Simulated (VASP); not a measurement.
Set up this calculation in VASP 6.6.1, as the native input.

```
Task                   : relaxation of cell and atoms
Functional             : RPBE
Potentials or basis    : VASP PAW PBE potentials, release 64 (Ge_d)
Cutoff                 : 500 eV
k mesh                 : 12 × 12 × 12
Occupations            : gaussian, width 0.01 eV
Spin                   : no spin polarisation
Dipole correction      : no
Further INCAR settings : ALGO = Normal; EDIFF = 1e-07; IBRION = 2; EDIFFG = -0.005; NSW = 100; ISIF = 3
```

The structure of Ge lies in POSCAR:

```
Ge
1.0
    0.0000000000      2.8289100000      2.8289100000
    2.8289100000      0.0000000000      2.8289100000
    2.8289100000      2.8289100000      0.0000000000
Ge
2
Direct
    0.0000000000      0.0000000000      0.0000000000
    0.2500000000      0.2500000000      0.2500000000
```

These files were run (other wordings do the same):

INCAR

```
PREC = Accurate
ENCUT = 500
EDIFF = 1E-7
ISMEAR = 0
SIGMA = 0.01
LREAL = F
LASPH = T
NELM = 120
ALGO = Normal
ISIF = 3
LWAVE = F
LCHARG = F
GGA = RP
IBRION = 2
NSW = 100
EDIFFG = -0.005
GGA_COMPAT = F
NELMIN = 4
```

KPOINTS

```
regular mesh
0
Gamma
  12 12 12
```

Potentials or basis: VASP PAW PBE potentials, release 64 (Ge_d).

Command:

```console
$ cat potpaw_PBE.64/Ge_d/POTCAR > POTCAR
$ mpirun -np 1 vasp_std > vasp.out
```

It gave:

The relaxed volume is 24.46 Å³/atom, the relaxed cell is a = 4.105 Å, b = 4.105 Å, c = 4.105 Å, α = 60.00°, β = 60.00°, γ = 60.00° and the space group after relaxing (to 0.1 Å) is Fd-3m (No. 227). The energy gained by relaxing is 28.0 meV/atom. The ionic steps are 3, the pressure after relaxing is 0.0 GPa and the band gap on the k mesh is zero (filled and empty bands touch).

Caveat: semilocal functionals underestimate gaps, and a narrow one can read as zero; the PAW data sets were made with another functional, which shifts forces and pressure a little.

Run time: 98 s on 1 thread of Intel(R) Xeon(R) Platinum 8488C (Sapphire Rapids) (shared host), peak memory 0.19 GiB.
